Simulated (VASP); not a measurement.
## FeO: single point with PBE+U

Crystal: FeO.

```
Fe O
1.0
     4.40000    2.20000    2.20000
     2.20000    4.40000    2.20000
     2.20000    2.20000    4.40000
Fe O
2 2
Direct
  0.00000 0.00000 0.00000
  0.50000 0.50000 0.50000
  0.25000 0.25000 0.25000
  0.75000 0.75000 0.75000
```

| Item | Value |
| --- | --- |
| Program | VASP 6.6.1 |
| Task | single point |
| Functional | PBE |
| Potentials or basis | VASP PAW PBE potentials, release 64 (Fe, O) |
| Cutoff | 600 eV |
| k mesh | 3 × 3 × 3 |
| Occupations | fermi-dirac, width 0.1 eV |
| Spin | collinear spin, antiferromagnetic start |
| Starting moments | [0.6, -0.6, 0.0, 0.0] μB |
| Hubbard terms | Fe d U = 10.0 eV |
| Dipole correction | no |
| Further INCAR settings | ALGO = Normal; EDIFF = 1e-06; NBANDS = 26 |

| Quantity | Value |
| --- | --- |
| Pressure | -10.4 GPa |
| Band gap on the k mesh | zero (filled and empty bands overlap) |
| Net moment | 0.00 μB per cell |
| Site moments | Fe +4.02, -4.02; O +0.00 μB |
| Valence electrons inside the program's atomic spheres | Fe 6.80; O 4.99 |

Stress tensor (GPa, compression positive):
```
-10.37   0.15   0.15
  0.15 -10.37   0.15
  0.15   0.15 -10.37
```

Levels at points of the mesh, in eV from the Fermi level:
Spin up:
```tsv
k point	band 11	band 12	band 13	band 14	band 15	band 16	band 17	band 18
(0.00, 0.00, 0.00)	-3.08	-3.07	-3.07	-0.38	-0.38	0.31	4.30	4.42
```
Spin down:
| k point | band 12 | band 13 | band 14 | band 15 | band 16 | band 17 |
| --- | --- | --- | --- | --- | --- | --- |
| (0.00, 0.00, 0.00) | -3.07 | -3.07 | -0.38 | -0.38 | 0.31 | 4.30 |

Eigenvalues of the final occupation matrices:
| site | spin | trace | eigenvalues |
| --- | --- | --- | --- |
| site 1 d | 1 | 5.11 | 1.00 1.00 1.00 1.06 1.06 |
| site 1 d | 2 | 1.11 | 0.02 0.05 0.05 0.49 0.49 |
| site 2 d | 1 | 1.11 | 0.02 0.05 0.05 0.49 0.49 |
| site 2 d | 2 | 5.11 | 1.00 1.00 1.00 1.06 1.06 |

Run time: 65 s on 1 thread of Intel(R) Xeon(R) 6975P-C (Granite Rapids), with other jobs on the host, peak memory 0.39 GiB.

Caveat: the k points lie up to 0.79 Å⁻¹ apart. The state reached can hang on the start; a lower one may exist.
